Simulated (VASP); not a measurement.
# ZnO (rock salt type): single point with PBE

ZnO (rock salt type):

```
Zn O
1.0
     0.00000    2.14988    2.14988
     2.14988    0.00000    2.14988
     2.14988    2.14988    0.00000
Zn O
1 1
Direct
  0.00000 0.00000 0.00000
  0.50000 0.50000 0.50000
```

```yaml
Program: VASP 6.6.1
Task: single point
Functional: PBE
Potentials_or_basis: VASP PAW PBE potentials, release 64 (Zn, O)
Cutoff: 520 eV
k_mesh: 43 × 43 × 43
Occupations: fermi-dirac, width 0.0612256 eV
Spin: no spin polarisation
```

The pressure is 4.7 GPa and the band gap on the k mesh is 0.82 eV (least direct gap 2.13 eV).

Levels at points of the mesh, in eV from the valence-band top:
| k point | band 5 | band 6 | band 7 | band 8 | band 9 | band 10 | band 11 | band 12 | band 13 | band 14 |
| --- | --- | --- | --- | --- | --- | --- | --- | --- | --- | --- |
| (0.00, 0.00, 0.00) | -4.62 | -4.62 | -1.31 | -1.31 | -1.31 | 0.82 | 17.90 | 17.90 | 17.90 | 18.26 |

It took 12 min on 1 thread of Intel Xeon 8259CL, on a shared host, peak memory 0.69 GiB.

Caveat: the cell stands under pressure; an odd mesh through Γ misses points on the zone boundary, where band edges can lie.
